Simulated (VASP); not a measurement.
# Si24H2O47 (a cell with a defect) in VASP: single point with PBEsol

Aim: the single point of Si24H2O47 (a cell with a defect) with PBEsol.

Program: VASP 6.6.1. These are calculated values, not measurements. Logs are shortened: lines on timing, memory, paths and dates and some standing lists are left out, and cuts for length are marked.

## (1) The cell of the first run

The cell holds a defect, 73 atoms: a = 9.902 Å, b = 9.902 Å, c = 10.886 Å, α = 90.00°, β = 90.00°, γ = 120.00°.

## (2) Single point, PBEsol, collinear spin

Input file INCAR:

```
SYSTEM = Si24H2O47
ALGO = Normal
EDIFF = 1E-6
ENCUT = 520
GGA = PS
GGA_COMPAT = .False.
ISIF = 2
ISMEAR = -1
ISPIN = 2
ISYM = -1
LASPH = .True.
LCHARG = .False.
LORBIT = 11
LREAL = Auto
LWAVE = .False.
MAGMOM = 0 0 0 0 0 0 0 0 0 0 0 0 0.25 0 0 0 0 0.25 0 0 0 0 0 0 0 0 0 0 0 0 0 0 0 0 0 0 0 0 0 0 0 0 0 0 0 0 0 0 0 0 0 0 0 0 0 0 0 0 0 0 0 0 0 0 0 0 0 0 0 0 0 0.25 0.25
NBANDS = 236
NELECT = 379.0
NELM = 200
PREC = Accurate
SIGMA = 0.05
```

Input file KPOINTS:

```
explicit points
1
Reciprocal
  0.25000000   0.25000000   0.25000000 1
```

Input file POSCAR:

```
Si24H2O47
1.0
    9.9016390000      0.0000000000      0.0000000000
   -4.9508190000      8.5750710000      0.0000000000
    0.0000000000      0.0000000000     10.8858800000
Si O H
24 47 2
Direct
    0.2295980000      0.9974900000      0.1657520000
    0.2379560000      0.9944010000      0.6664630000
    0.2366800000      0.5022920000      0.1651800000
    0.2384520000      0.4963940000      0.6686020000
    0.7353480000      0.9999070000      0.1653440000
    0.7347630000      0.9971800000      0.6661410000
    0.7360850000      0.5039760000      0.1657330000
    0.7376590000      0.5032130000      0.6713130000
    0.9975060000      0.2389930000      0.3287750000
    0.9983450000      0.2314550000      0.8338230000
    0.9991600000      0.7324160000      0.3341390000
    0.0032170000      0.7385080000      0.8352580000
    0.5027500000      0.2321550000      0.3235030000
    0.4998110000      0.2362330000      0.8361240000
    0.5020420000      0.7324590000      0.3319340000
    0.5017910000      0.7362200000      0.8334860000
    0.2623180000      0.2634140000      0.0009150000
    0.2548120000      0.2608350000      0.4995760000
    0.2700810000      0.7696000000      0.0004680000
    0.2647490000      0.7571170000      0.4982570000
    0.7643220000      0.2643290000      0.9997720000
    0.7667350000      0.2675590000      0.5038420000
    0.7670880000      0.7679440000      0.9989170000
    0.7662400000      0.7642060000      0.5002120000
    0.2037540000      0.1338660000      0.1102030000
    0.2095540000      0.1238300000      0.5953810000
    0.2117670000      0.6389030000      0.1079860000
    0.2046060000      0.6217040000      0.6019210000
    0.7058180000      0.1346370000      0.1088080000
    0.7074680000      0.1319170000      0.6061460000
    0.7076940000      0.6371790000      0.1072980000
    0.7071680000      0.6334790000      0.6080830000
    0.3583030000      0.0724150000      0.2787440000
    0.3658890000      0.0755230000      0.7743640000
    0.3681380000      0.5694040000      0.2729600000
    0.3662840000      0.5722350000      0.7768070000
    0.8671360000      0.0742000000      0.2726190000
    0.8637980000      0.0696090000      0.7748140000
    0.8630420000      0.5701010000      0.2757670000
    0.8696170000      0.5751800000      0.7773050000
    0.4254420000      0.2910920000      0.9443000000
    0.4279430000      0.7901320000      0.4385820000
    0.4319610000      0.7981570000      0.9405620000
    0.9248110000      0.2952360000      0.4376260000
    0.9265420000      0.2944690000      0.9387950000
    0.9290490000      0.7929740000      0.4416600000
    0.9307560000      0.7970640000      0.9424380000
    0.1358670000      0.2133570000      0.3875590000
    0.1307730000      0.2017320000      0.8940460000
    0.1336820000      0.7039220000      0.3913810000
    0.1388940000      0.7123830000      0.8933350000
    0.6304140000      0.2126300000      0.3971620000
    0.6323630000      0.2047990000      0.8932110000
    0.6344830000      0.7026440000      0.3927030000
    0.6363470000      0.7079770000      0.8913900000
    0.0716940000      0.3709860000      0.2235100000
    0.0758060000      0.3579980000      0.7228610000
    0.0699840000      0.8623270000      0.2254340000
    0.0734200000      0.8678270000      0.7260870000
    0.5685370000      0.3719530000      0.2271570000
    0.5743950000      0.3716310000      0.7315480000
    0.5746930000      0.8650740000      0.2256760000
    0.5711940000      0.8633790000      0.7230970000
    0.2914630000      0.4267050000      0.0578780000
    0.3057320000      0.4249030000      0.5628580000
    0.2984160000      0.9316860000      0.0617710000
    0.2953600000      0.9168940000      0.5634390000
    0.7891500000      0.4249200000      0.0606230000
    0.7947710000      0.4281250000      0.5640710000
    0.7954080000      0.9304430000      0.0573110000
    0.7954410000      0.9273100000      0.5582270000
    0.4150580000      0.2902530000      0.4285660000
    0.4908890000      0.1907220000      0.5784500000
```

Potentials or basis: VASP PAW PBE potentials, release 64 (Si, O, H).

Run with:

```sh
$ cat potpaw_PBE.64/Si/POTCAR potpaw_PBE.64/O/POTCAR potpaw_PBE.64/H/POTCAR > POTCAR
$ mpirun -np 1 vasp_std > vasp.out
```

OUTCAR:

```text
SYSTEM = Si24H2O47
   EDIFF = 1E-6
   ENCUT = 520
   GGA = PS
   ISIF = 2
   ISMEAR = -1
   ISPIN = 2
   ISYM = -1
   LASPH = .True.
   LORBIT = 11
   LREAL = Auto
   NELECT = 379.0
   NELM = 200
   PREC = Accurate

 ion  position               nearest neighbor table
   1  0.230  0.997  0.166-  58 1.61  25 1.61  66 1.62  33 1.66  13 3.06  19 3.07  17 3.07  11 3.08

   2  0.238  0.994  0.666-  59 1.61  67 1.61  34 1.62  26 1.64  12 3.05  20 3.09  14 3.11  18 3.14

   3  0.237  0.502  0.165-  27 1.62  64 1.62  56 1.62  35 1.63   9 3.07  15 3.07  19 3.07  17 3.08
[... 15 lines left out ...]
  11  0.999  0.732  0.334-  50 1.62  46 1.62  39 1.62  58 1.63   7 3.06  24 3.07   1 3.08  20 3.09

  12  0.003  0.739  0.835-  51 1.62  40 1.62  47 1.62  59 1.63   2 3.05   8 3.07  23 3.07  19 3.08

  13  0.503  0.232  0.324-  33 1.59  52 1.59  60 1.59  72 1.70   7 3.05   1 3.06  22 3.15
  14  0.500  0.236  0.836-  53 1.62  41 1.62  34 1.62  61 1.63  21 3.06  17 3.07   8 3.09   2 3.11

  15  0.502  0.732  0.332-  42 1.62  54 1.62  62 1.62  35 1.62   3 3.07  20 3.07  24 3.08   5 3.09

  16  0.502  0.736  0.833-  55 1.62  63 1.62  43 1.62  36 1.62   6 3.06  23 3.07  19 3.07   4 3.08

  17  0.262  0.263  0.001-  64 1.62  41 1.62  49 1.62  25 1.63   1 3.07  10 3.07  14 3.07   3 3.08

  18  0.255  0.261  0.500-  26 1.59  48 1.59  65 1.60  72 1.65   4 3.04   9 3.07   2 3.14
  19  0.270  0.770  0.000-  43 1.62  27 1.62  51 1.62  66 1.63   1 3.07  16 3.07   3 3.07  12 3.08

  20  0.265  0.757  0.498-  42 1.62  67 1.62  28 1.62  50 1.62  15 3.07   4 3.08  11 3.09   2 3.09

  21  0.764  0.264  1.000-  53 1.62  45 1.62  68 1.62  29 1.63  14 3.06   5 3.07  10 3.08   7 3.10
[... 53 lines left out ...]
  71  0.795  0.927  0.558-  24 1.62   6 1.62
  72  0.415  0.290  0.429-  18 1.65  13 1.70
  73  0.491  0.191  0.578-

IMPORTANT INFORMATION: All symmetrisations will be switched off!
NOSYMM: (Re-)initialisation of all symmetry stuff for point group C_1.

----------------------------------------------------------------------------------------

                                     Primitive cell

  volume of cell :     924.2902

  direct lattice vectors                    reciprocal lattice vectors
     9.901639000  0.000000000  0.000000000     0.100993381  0.058308549  0.000000000
    -4.950819000  8.575071000  0.000000000     0.000000000  0.116617110  0.000000000
     0.000000000  0.000000000 10.885880000     0.000000000  0.000000000  0.091862119

  length of vectors
     9.901639000  9.901638825 10.885880000     0.116617108  0.116617110  0.091862119

  position of ions in fractional coordinates (direct lattice)
     0.229598000  0.997490000  0.165752000
     0.237956000  0.994401000  0.666463000
     0.236680000  0.502292000  0.165180000
     0.238452000  0.496394000  0.668602000
     0.735348000  0.999907000  0.165344000
     0.734763000  0.997180000  0.666141000
[... 65 lines left out ...]
     0.415058000  0.290253000  0.428566000
     0.490889000  0.190722000  0.578450000

  ion indices of the primitive-cell ions
   primitive index   ion index
                 1           1
                 2           2
                 3           3
                 4           4
                 5           5
                 6           6
[... 65 lines left out ...]
                72          72
                73          73

----------------------------------------------------------------------------------------

 KPOINTS: explicit points

Read explicit list of k-points.

 Found      1 k-points:

 Following reciprocal coordinates:
            Coordinates               Weight
  0.250000  0.250000  0.250000      1.000000
[... 18 lines left out ...]
   EDIFF  = 0.1E-05   stopping-criterion for ELM
   LREAL  =      T    real-space projection
   EDIFFG = 0.1E-04   stopping-criterion for IOM
   NSW    =      0    number of steps for IOM
   IBRION =     -1    ionic relax: 0-MD 1-quasi-New 2-CG
   NFREE  =      0    steps in history (QN), initial steepest desc. (CG)
   ISIF   =      2    stress and relaxation
   ISYM   =     -1    0-nonsym 1-usesym 2-fastsym
   POTIM  = 0.5000    time-step for ionic-motion
   TEBEG  =    0.0;   TEEND  =   0.0 temperature during run
   PSTRESS=    0.0 pullay stress
   NELECT =     379.0000    total number of electrons
   NUPDOWN=      -1.0000    fix difference up-down
   EMIN   =  10.00;   EMAX   =-10.00  energy-range for DOS
   EFERMI =   0.00;   METHOD = LEGACY
   ISMEAR =    -1;   SIGMA  =   0.05  broadening in eV -4-tet -1-fermi 0-gaus
   EFERMI_NEDOS =   21; number of points for ismear=-14 and -15
   IALGO  =     38    algorithm
   IMIX   =      4    mixing-type and parameters
     AMIX     =   0.40;   BMIX     =  1.00
     AMIX_MAG =   1.60;   BMIX_MAG =  1.00
  volume/ion in A,a.u.               =      12.66        85.44
  Fermi-wavevector in a.u.,A,eV,Ry     =   1.216238  2.298356 20.126201  1.479234
  Thomas-Fermi vector in A             =   2.351598
   LORBIT       =     11    0 simple, 1 ext, 2 COOP (PROOUT), +10 PAW based schemes
   GGA     = PS    functional components
   LHFCALC =     F    Hartree Fock is set to
   AEXX    =    0.0000 exact exchange contribution
   IVDW    =     0    specifies the selected vdW correction
   LEPSILON=     F    determine dielectric tensor
   LRPA    =     F    only Hartree local field effects (RPA)
 spin polarized calculation
  energy-cutoff  :      520.00
  volume of cell :      924.29
 maximum number of plane-waves:     24895
 NGX is ok and might be reduce to    80
   NGX = 37   NGY = 37   NGZ = 41

 number of electron     379.0000013 magnetization       1.0000000

 Free energy of the ion-electron system (eV)
  ---------------------------------------------------
  ext. energy  EPLUGINS =         0.00000000
  ---------------------------------------------------
  free energy    TOTEN  =      -589.07308366 eV

  energy without entropy =     -589.07308366  energy(sigma->0) =     -589.07308366

 E-fermi :   3.2507     XC(G=0):  -9.3087

 val. band max:        2.0427261156   @ k =   0.2500   0.2500   0.2500
 cond. band min:       5.0527675685   @ k =   0.2500   0.2500   0.2500
 fundamental gap:      3.0100414529
 Fermi energy:         3.2507152243

 spin component 1

 k-point     1 :       0.2500    0.2500    0.2500
  band No.  band energies     occupation
      1     -18.3771      1.00000
      2     -18.2795      1.00000
      3     -18.1263      1.00000
      4     -18.0548      1.00000
      5     -17.9901      1.00000
      6     -17.9239      1.00000
[... 193 lines left out ...]
    200       9.0793      0.00000
    201       9.3168      0.00000
 Fermi energy:         3.2507152243

 spin component 2

 k-point     1 :       0.2500    0.2500    0.2500
  band No.  band energies     occupation
      1     -18.3634      1.00000
      2     -18.2701      1.00000
      3     -18.1236      1.00000
      4     -18.0461      1.00000
      5     -17.9840      1.00000
      6     -17.9212      1.00000
[... 193 lines left out ...]
    200       9.1115      0.00000
    201       9.3383      0.00000
 [bands above 201 left out]

------------------------ aborting loop because EDIFF is reached ----------------------------------------

  FORCE on cell =-STRESS in cart. coord.  units (eV):
  Direction    XX          YY          ZZ          XY          YZ          ZX
  --------------------------------------------------------------------------------------
  -------------------------------------------------------------------------------------
  Total       -6.8952527     -3.0882121     -4.8783646     -0.3606350     -0.0323888      1.7925964
  in kB      -11.9523256     -5.3531492     -8.4562242     -0.6251296     -0.0561432      3.1073111
  external PRESSURE =      -8.5872330 kB  Pullay stress =       0.0000000 kB

 VOLUME and BASIS-vectors are now :
 -----------------------------------------------------------------------------
  energy-cutoff  :      520.00
  volume of cell :      924.29
      direct lattice vectors                 reciprocal lattice vectors
     9.901639000  0.000000000  0.000000000     0.100993381  0.058308549  0.000000000
    -4.950819000  8.575071000  0.000000000     0.000000000  0.116617110  0.000000000
     0.000000000  0.000000000 10.885880000     0.000000000  0.000000000  0.091862119

 POSITION                                       TOTAL-FORCE (eV/Angst)
 -----------------------------------------------------------------------------------
     -2.66500      8.55355      1.80436         0.002161      0.005567      0.030301
     -2.56694      8.52706      7.25504        -0.009949      0.007995     -0.026117
     -0.14324      4.30719      1.79813        -0.017850     -0.004049      0.006335
     -0.09649      4.25661      7.27832        -0.002710     -0.010823     -0.014571
      2.33079      8.57427      1.79991        -0.012006     -0.001027      0.002488
      2.33850      8.55089      7.25153        -0.026710      0.017070     -0.011311
[... 65 lines left out ...]
      2.67276      2.48894      4.66532         0.011335      0.004997     -0.002254
      3.91638      1.63545      6.29694         0.000690      0.008172     -0.003843
 -----------------------------------------------------------------------------------
    total drift:                                0.014345     -0.004808      0.013236

  FREE ENERGIE OF THE ION-ELECTRON SYSTEM (eV)
  ---------------------------------------------------
  free  energy   TOTEN  =      -589.0730836556 eV

  energy  without entropy=     -589.0730836556  energy(sigma->0) =     -589.07308366

 total charge

# of ion       s       p       d       tot
------------------------------------------
    1        0.645   0.992   0.000   1.637
    2        0.643   0.993   0.000   1.636
    3        0.646   0.995   0.000   1.641
    4        0.644   0.990   0.000   1.635
    5        0.646   0.996   0.000   1.642
    6        0.645   0.995   0.000   1.640
[... 65 lines left out ...]
   72        0.587   0.008   0.000   0.595
   73        0.395   0.003   0.000   0.398
--------------------------------------------------
tot         89.119 196.484   0.000 285.602

 magnetization (x)

# of ion       s       p       d       tot
------------------------------------------
    1       -0.000  -0.000   0.000  -0.000
    2       -0.000  -0.001   0.000  -0.002
    3        0.000   0.000   0.000   0.000
    4        0.000   0.000   0.000   0.000
    5        0.000   0.000   0.000   0.000
    6        0.000   0.001   0.000   0.001
[... 65 lines left out ...]
   72        0.003   0.001   0.000   0.004
   73        0.353   0.001   0.000   0.354
--------------------------------------------------
tot          0.369   0.138   0.000   0.507
```

Run time: 11 min. Hardware: 1 thread of Intel Xeon 6975P-C (Granite Rapids), shared host; peak memory 1.5 GiB.

What came out:

```yaml
Free_energy: -589.0731 eV
Largest_force: 0.089 eV/Å
Net_moment: 1.00 μB per cell
Site_moments: Si -0.00, +0.00 (each value once); O +0.00, +0.02, +0.01, -0.00, +0.03 (each value once); H +0.00, +0.35 μB
Valence_electrons_inside_the_program's_atomic_spheres: Si 1.64, 1.63 (each value once); O 5.22, 5.23, 5.21, 5.20 (each value once); H 0.59, 0.40
```

Forces on the atoms (eV/Å):
```
Si   0.002  0.006  0.030
Si  -0.010  0.008 -0.026
Si  -0.018 -0.004  0.006
Si  -0.003 -0.011 -0.015
Si  -0.012 -0.001  0.002
Si  -0.027  0.017 -0.011
Si  -0.039 -0.023  0.017
Si  -0.001  0.009 -0.011
Si   0.025 -0.010  0.027
Si  -0.001 -0.010  0.003
Si   0.012 -0.013 -0.002
Si   0.005 -0.014  0.000
Si  -0.053 -0.001  0.072
Si   0.015 -0.021  0.018
Si   0.004 -0.014 -0.008
Si   0.007 -0.012 -0.001
Si   0.003  0.010  0.006
Si   0.066  0.001 -0.057
Si   0.010  0.021  0.011
Si  -0.001  0.018 -0.002
Si   0.014  0.013  0.000
Si  -0.015 -0.017 -0.037
Si   0.004  0.010  0.005
Si   0.012  0.023 -0.004
O   -0.023  0.021  0.004
O   -0.004 -0.034  0.032
O   -0.018  0.015  0.008
O   -0.015  0.005  0.003
O   -0.019  0.008  0.014
O   -0.008 -0.001  0.021
O   -0.019  0.020  0.000
O   -0.014  0.004  0.014
O   -0.036 -0.073 -0.027
O    0.010 -0.005  0.016
O    0.004 -0.021  0.013
O    0.008 -0.011  0.015
O   -0.006 -0.029  0.002
O   -0.001 -0.024  0.010
O    0.003 -0.016  0.013
O   -0.001 -0.018  0.010
O    0.015  0.012  0.005
O    0.020  0.012  0.014
O    0.017  0.012  0.007
O    0.017  0.008  0.010
O    0.012  0.010  0.007
O    0.013  0.008  0.012
O    0.021  0.011  0.011
O   -0.023 -0.005 -0.040
O    0.017 -0.013 -0.010
O    0.015 -0.013 -0.008
O    0.014 -0.010 -0.011
O    0.053  0.001  0.030
O    0.010 -0.006 -0.014
O    0.025 -0.013 -0.009
O    0.015 -0.010 -0.013
O   -0.012  0.007 -0.013
O   -0.018 -0.014 -0.005
O   -0.023 -0.015 -0.005
O   -0.024 -0.011 -0.004
O    0.004  0.051 -0.047
O   -0.021 -0.018 -0.015
O   -0.019 -0.009 -0.009
O   -0.020 -0.017 -0.004
O    0.002  0.015 -0.012
O   -0.006  0.054  0.017
O    0.012  0.012 -0.021
O    0.005  0.016 -0.004
O    0.005  0.009 -0.013
O   -0.007  0.044  0.008
O    0.002  0.022 -0.013
O    0.006  0.009 -0.013
H    0.011  0.005 -0.002
H    0.001  0.008 -0.004
```

Levels at points of the mesh, in eV from the Fermi level:
Spin up:
| k point | band 187 | band 188 | band 189 | band 190 | band 191 | band 192 | band 193 | band 194 |
| --- | --- | --- | --- | --- | --- | --- | --- | --- |
| (0.25, 0.25, 0.25) | -2.45 | -2.41 | -2.40 | -1.21 | 1.88 | 4.09 | 4.65 | 4.82 |
Spin down:
```csv
k point,band 187,band 188,band 189,band 190,band 191,band 192
"(0.25, 0.25, 0.25)",-2.45,-2.41,-2.40,1.80,1.91,4.11
```

Caveat: the cell carries a net charge on a neutralising background, which shifts energy and pressure; the cell is charged against a uniform background, so pressure and absolute levels hang on convention; the PAW data sets were made with another functional, which shifts forces and pressure a little.
